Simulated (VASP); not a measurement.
# Rb2MnAgF6 (Fm-3m) in VASP: single point with PBE

Aim: the single point of Rb2MnAgF6 with PBE.

All numbers are computed with VASP 6.6.1; they aren't measurements. Logs are shortened: lines on timing, memory, paths and dates and some standing lists are left out, and cuts for length are marked.

### 1 The cell of the first run

The structure is cubic, space group Fm-3m (No. 225). Conventional cell: a = 8.774 Å, b = 8.774 Å, c = 8.774 Å, α = 90.00°, β = 90.00°, γ = 90.00°. Rb (site symmetry -43m) has 12 F at 3.11 Å and 4 Mn at 3.80 Å and 4 Ag at 3.80 Å within 4.1 Å. Mn (site symmetry m-3m) has 6 F at 1.97 Å within 2.6 Å. Ag (site symmetry m-3m) has 6 F at 2.41 Å within 3.2 Å. F (site symmetry 4mm) has 1 Mn at 1.97 Å and 1 Ag at 2.41 Å within 2.6 Å.

### 2 Single point, PBE, collinear spin, ferromagnetic start

File INCAR:

```
SYSTEM = Rb2MnAgF6
PREC = Accurate ; ENCUT = 520
EDIFF = 1E-6 ; ISMEAR = 0
SIGMA = 0.05 ; LREAL = .False.
LASPH = .True. ; NELM = 150
ALGO = Normal ; ISIF = 2
LWAVE = .False. ; LCHARG = .False.
ISPIN = 2 ; MAGMOM = 0 0 4 0 0 0 0 0 0 0
LORBIT = 11 ; LMAXMIX = 4
GGA = PE ; NBANDS = 57
```

File KPOINTS:

```
Automatic mesh
0
Gamma
  6 6 6
  0 0 0
```

File POSCAR:

```
Rb2MnAgF6
1.0
    0.0000000000      4.3869114426      4.3869114426
    4.3869114426      0.0000000000      4.3869114426
    4.3869114426      4.3869114426      0.0000000000
Rb Mn Ag F
2 1 1 6
Direct
    0.2500000000      0.2500000000      0.2500000000
    0.7500000000      0.7500000000      0.7500000000
    0.0000000000      0.0000000000      0.0000000000
    0.5000000000      0.5000000000      0.5000000000
    0.2248490000      0.2248490000      0.7751510000
    0.2248490000      0.7751510000      0.7751510000
    0.7751510000      0.7751510000      0.2248490000
    0.2248490000      0.7751510000      0.2248490000
    0.7751510000      0.2248490000      0.7751510000
    0.7751510000      0.2248490000      0.2248490000
```

Potentials or basis: VASP PAW PBE potentials, release 64 (Rb_sv, Mn_pv, Ag, F).

Command:

```console
cat potpaw_PBE.64/Rb_sv/POTCAR potpaw_PBE.64/Mn_pv/POTCAR potpaw_PBE.64/Ag/POTCAR potpaw_PBE.64/F/POTCAR > POTCAR
mpirun -np 1 vasp_std > vasp.out
```

OUTCAR:

```text
SYSTEM = Rb2MnAgF6
   PREC = Accurate
   ENCUT = 520
   EDIFF = 1E-6
   ISMEAR = 0
   LREAL = .False.
   LASPH = .True.
   NELM = 150
   ISIF = 2
   ISPIN = 2
   LORBIT = 11
   GGA = PE

 ion  position               nearest neighbor table
   1  0.250  0.250  0.250-   7 3.11   9 3.11  10 3.11   6 3.11   7 3.11   8 3.11   5 3.11   6 3.11
                             9 3.11   5 3.11   8 3.11  10 3.11   4 3.80   3 3.80   3 3.80   3 3.80
   2  0.750  0.750  0.750-   6 3.11   7 3.11   9 3.11   7 3.11   8 3.11  10 3.11   5 3.11   9 3.11
                            10 3.11   5 3.11   6 3.11   8 3.11   3 3.80   4 3.80   4 3.80   4 3.80
   3  0.000  0.000  0.000-   5 1.97   6 1.97   7 1.97   8 1.97   9 1.97  10 1.97   1 3.80   2 3.80
                             2 3.80   2 3.80   2 3.80   1 3.80   1 3.80   1 3.80
   4  0.500  0.500  0.500-   5 2.41   6 2.41   7 2.41   8 2.41   9 2.41  10 2.41   1 3.80   2 3.80
                             1 3.80   1 3.80   1 3.80   2 3.80   2 3.80   2 3.80
   5  0.225  0.225  0.775-   3 1.97   4 2.41   1 3.11   2 3.11   2 3.11   1 3.11
   6  0.225  0.775  0.775-   3 1.97   4 2.41   2 3.11   2 3.11   1 3.11   1 3.11
   7  0.775  0.775  0.225-   3 1.97   4 2.41   2 3.11   2 3.11   1 3.11   1 3.11
   8  0.225  0.775  0.225-   3 1.97   4 2.41   1 3.11   2 3.11   2 3.11   1 3.11
   9  0.775  0.225  0.775-   3 1.97   4 2.41   2 3.11   2 3.11   1 3.11   1 3.11
  10  0.775  0.225  0.225-   3 1.97   4 2.41   1 3.11   2 3.11   2 3.11   1 3.11

  LATTYP: Found a face centered cubic cell.
 ALAT       =     8.7738228852

  Lattice vectors:

 A1 = (   0.0000000000,   4.3869114426,   4.3869114426)
 A2 = (   4.3869114426,   0.0000000000,   4.3869114426)
 A3 = (   4.3869114426,   4.3869114426,   0.0000000000)

Analysis of symmetry for initial positions (statically):
=====================================================================
 Subroutine PRICEL returns:
 Original cell was already a primitive cell.

 Routine SETGRP: Setting up the symmetry group for a
 face centered cubic supercell.

 Subroutine GETGRP returns: Found 48 space group operations
 (whereof 48 operations were pure point group operations)
 out of a pool of 48 trial point group operations.

The static configuration has the point symmetry O_h .

Analysis of symmetry for dynamics (positions and initial velocities):
=====================================================================
 Subroutine PRICEL returns:
 Original cell was already a primitive cell.

 Routine SETGRP: Setting up the symmetry group for a
 face centered cubic supercell.

 Subroutine GETGRP returns: Found 48 space group operations
 (whereof 48 operations were pure point group operations)
 out of a pool of 48 trial point group operations.

The dynamic configuration has the point symmetry O_h .

Analysis of structural, dynamic, and magnetic symmetry:
=====================================================================
 Subroutine PRICEL returns:
 Original cell was already a primitive cell.

 Routine SETGRP: Setting up the symmetry group for a
 face centered cubic supercell.

 Subroutine GETGRP returns: Found 48 space group operations
 (whereof 48 operations were pure point group operations)
 out of a pool of 48 trial point group operations.

The overall configuration has the point symmetry O_h .

 Subroutine INISYM returns: Found 48 space group operations
 (whereof 48 operations are pure point group operations),
 and found     1 'primitive' translations

----------------------------------------------------------------------------------------

                                     Primitive cell

  volume of cell :     168.8522

  direct lattice vectors                    reciprocal lattice vectors
     0.000000000  4.386911443  4.386911443    -0.113975403  0.113975403  0.113975403
     4.386911443  0.000000000  4.386911443     0.113975403 -0.113975403  0.113975403
     4.386911443  4.386911443  0.000000000     0.113975403  0.113975403 -0.113975403

  length of vectors
     6.204029659  6.204029659  6.204029659     0.197411189  0.197411189  0.197411189

  position of ions in fractional coordinates (direct lattice)
     0.250000000  0.250000000  0.250000000
     0.750000000  0.750000000  0.750000000
     0.000000000  0.000000000  0.000000000
     0.500000000  0.500000000  0.500000000
     0.224849000  0.224849000  0.775151000
[... 76 lines left out ...]
   LNONCOLLINEAR =      F non collinear calculations
   LSORBIT =      F    spin-orbit coupling
   LASPH  =      T    aspherical Exc in radial PAW
   ENCUT  =  520.0 eV  38.22 Ry    6.18 a.u.  11.54 11.54 11.54*2*pi/ulx,y,z
   NELM   =    150;   NELMIN=  2; NELMDL= -5     # of ELM steps
   EDIFF  = 0.1E-05   stopping-criterion for ELM
   LREAL  =      F    real-space projection
   EDIFFG = 0.1E-04   stopping-criterion for IOM
   NSW    =      0    number of steps for IOM
   IBRION =     -1    ionic relax: 0-MD 1-quasi-New 2-CG
   NFREE  =      0    steps in history (QN), initial steepest desc. (CG)
   ISIF   =      2    stress and relaxation
   ISYM   =      2    0-nonsym 1-usesym 2-fastsym
   POTIM  = 0.5000    time-step for ionic-motion
   TEBEG  =    0.0;   TEEND  =   0.0 temperature during run
   PSTRESS=    0.0 pullay stress
   NELECT =      84.0000    total number of electrons
   NUPDOWN=      -1.0000    fix difference up-down
   EMIN   =  10.00;   EMAX   =-10.00  energy-range for DOS
   EFERMI =   0.00;   METHOD = LEGACY
   ISMEAR =     0;   SIGMA  =   0.05  broadening in eV -4-tet -1-fermi 0-gaus
   EFERMI_NEDOS =   21; number of points for ismear=-14 and -15
   IALGO  =     38    algorithm
   IMIX   =      4    mixing-type and parameters
     AMIX     =   0.40;   BMIX     =  1.00
     AMIX_MAG =   1.60;   BMIX_MAG =  1.00
  volume/ion in A,a.u.               =      16.89       113.95
  Fermi-wavevector in a.u.,A,eV,Ry     =   1.297176  2.451308 22.894071  1.682667
  Thomas-Fermi vector in A             =   2.428586
   LORBIT       =     11    0 simple, 1 ext, 2 COOP (PROOUT), +10 PAW based schemes
   GGA     = PE    functional components
   LHFCALC =     F    Hartree Fock is set to
   AEXX    =    0.0000 exact exchange contribution
   IVDW    =     0    specifies the selected vdW correction
   LEPSILON=     F    determine dielectric tensor
   LRPA    =     F    only Hartree local field effects (RPA)
 spin polarized calculation
 Gauss-broadening in eV      SIGMA  =   0.05
  energy-cutoff  :      520.00
  volume of cell :      168.85
 maximum number of plane-waves:      4576
 NGX is ok and might be reduce to    48
   NGX = 23   NGY = 23   NGZ = 23

 number of electron      84.0000022 magnetization       4.0002416

 Free energy of the ion-electron system (eV)
  ---------------------------------------------------
  ext. energy  EPLUGINS =         0.00000000
  ---------------------------------------------------
  free energy    TOTEN  =       -47.98221891 eV

  energy without entropy =      -47.97678521  energy(sigma->0) =      -47.97950206

 E-fermi :   1.5678     XC(G=0):  -9.1426

 val. band max:        1.5601281034   @ k =  -0.3333   0.1667   0.0000
 cond. band min:       1.5925022096   @ k =  -0.3333   0.3333   0.1667
 fundamental gap:      0.0323741062
 Fermi energy:         1.5678396580

 spin component 1

 k-point     1 :       0.0000    0.0000    0.0000
  band No.  band energies     occupation
      1     -49.2903      1.00000
      2     -49.2903      1.00000
      3     -49.2903      1.00000
      4     -24.4074      1.00000
      5     -24.3559      1.00000
      6     -21.6842      1.00000
[... 901 lines left out ...]
     53      10.0919      0.00000
     54      10.2054      0.00000
 Fermi energy:         1.5678396580

 spin component 2

 k-point     1 :       0.0000    0.0000    0.0000
  band No.  band energies     occupation
      1     -45.1118      1.00000
      2     -45.1118      1.00000
      3     -45.1118      1.00000
      4     -24.4057      1.00000
      5     -24.3549      1.00000
      6     -21.6261      1.00000
[... 901 lines left out ...]
     53      10.1239      0.00000
     54      10.2349      0.00000
 [bands above 54 left out]

------------------------ aborting loop because EDIFF is reached ----------------------------------------

  FORCE on cell =-STRESS in cart. coord.  units (eV):
  Direction    XX          YY          ZZ          XY          YZ          ZX
  --------------------------------------------------------------------------------------
  -------------------------------------------------------------------------------------
  Total       -0.2619536     -0.2619536     -0.2619536     -0.0000000     -0.0000000      0.0000000
  in kB       -2.4855831     -2.4855831     -2.4855831     -0.0000000     -0.0000000      0.0000000
  external PRESSURE =      -2.4855831 kB  Pullay stress =       0.0000000 kB

 VOLUME and BASIS-vectors are now :
 -----------------------------------------------------------------------------
  energy-cutoff  :      520.00
  volume of cell :      168.85
      direct lattice vectors                 reciprocal lattice vectors
     0.000000000  4.386911443  4.386911443    -0.113975403  0.113975403  0.113975403
     4.386911443  0.000000000  4.386911443     0.113975403 -0.113975403  0.113975403
     4.386911443  4.386911443  0.000000000     0.113975403  0.113975403 -0.113975403

 POSITION                                       TOTAL-FORCE (eV/Angst)
 -----------------------------------------------------------------------------------
      2.19346      2.19346      2.19346         0.000000      0.000000     -0.000000
      6.58037      6.58037      6.58037        -0.000000     -0.000000     -0.000000
      0.00000      0.00000      0.00000         0.000000     -0.000000     -0.000000
      4.38691      4.38691      4.38691        -0.000000     -0.000000     -0.000000
      4.38691      4.38691      1.97279         0.000000      0.000000     -0.019546
      6.80104      4.38691      4.38691         0.019546      0.000000     -0.000000
      4.38691      4.38691      6.80104         0.000000      0.000000      0.019546
      4.38691      1.97279      4.38691         0.000000     -0.019546     -0.000000
      4.38691      6.80104      4.38691         0.000000      0.019546     -0.000000
      1.97279      4.38691      4.38691        -0.019546      0.000000     -0.000000
 -----------------------------------------------------------------------------------
    total drift:                               -0.000000     -0.000000     -0.000000

  FREE ENERGIE OF THE ION-ELECTRON SYSTEM (eV)
  ---------------------------------------------------
  free  energy   TOTEN  =       -47.9822189082 eV

  energy  without entropy=      -47.9767852131  energy(sigma->0) =      -47.97950206

 total charge

# of ion       s       p       d       tot
------------------------------------------
    1        1.935   5.358   0.015   7.309
    2        1.935   5.358   0.015   7.309
    3        0.243   6.269   4.812  11.324
    4        0.153   0.116   9.374   9.643
    5        1.737   4.333   0.000   6.070
    6        1.737   4.333   0.000   6.070
    7        1.737   4.333   0.000   6.070
    8        1.737   4.333   0.000   6.070
    9        1.737   4.333   0.000   6.070
   10        1.737   4.333   0.000   6.070
--------------------------------------------------
tot         14.688  43.099  14.216  72.004

 magnetization (x)

# of ion       s       p       d       tot
------------------------------------------
    1        0.000   0.001   0.000   0.001
    2        0.000   0.001   0.000   0.001
    3        0.017   0.023   3.718   3.758
    4        0.024   0.005  -0.076  -0.047
    5        0.003   0.017   0.000   0.020
    6        0.003   0.017   0.000   0.020
    7        0.003   0.017   0.000   0.020
    8        0.003   0.017   0.000   0.020
    9        0.003   0.017   0.000   0.020
   10        0.003   0.017   0.000   0.020
--------------------------------------------------
tot          0.059   0.132   3.642   3.833
```

Run time: 8.4 min. Hardware: 1 thread of Intel Xeon 8259CL, shared host; peak memory 0.56 GiB.

Results:

```yaml
Free_energy: -47.9822 eV
Pressure: -0.2 GPa
Largest_force: 0.020 eV/Å
Band_gap_on_the_k_mesh: zero (filled and empty bands overlap)
Net_moment: 4.00 μB per cell
Site_moments: Rb +0.00; Mn +3.76; Ag -0.05; F +0.02 μB
Valence_electrons_inside_the_program's_atomic_spheres: Rb 7.31; Mn 11.32; Ag 9.64; F 6.07
```

Forces in eV/Å, atoms in the order of the input:
```
Rb   0.000  0.000  0.000
Rb   0.000  0.000  0.000
Mn   0.000  0.000  0.000
Ag   0.000  0.000  0.000
F    0.000  0.000 -0.020
F    0.020  0.000  0.000
F    0.000  0.000  0.020
F    0.000 -0.020  0.000
F    0.000  0.020  0.000
F   -0.020  0.000  0.000
```

Caveat: a cell with one magnetic atom can't hold antiferromagnetic order, which such compounds often take; semilocal functionals often make such compounds metallic where correlation or magnetic order opens a gap, which also shifts bond lengths. With open d or f shells a metallic result of PBE can be an artefact of self-interaction; +U or a hybrid may open a gap.

The gap in the log of VASP goes by the Fermi energy; the results here count the filled bands.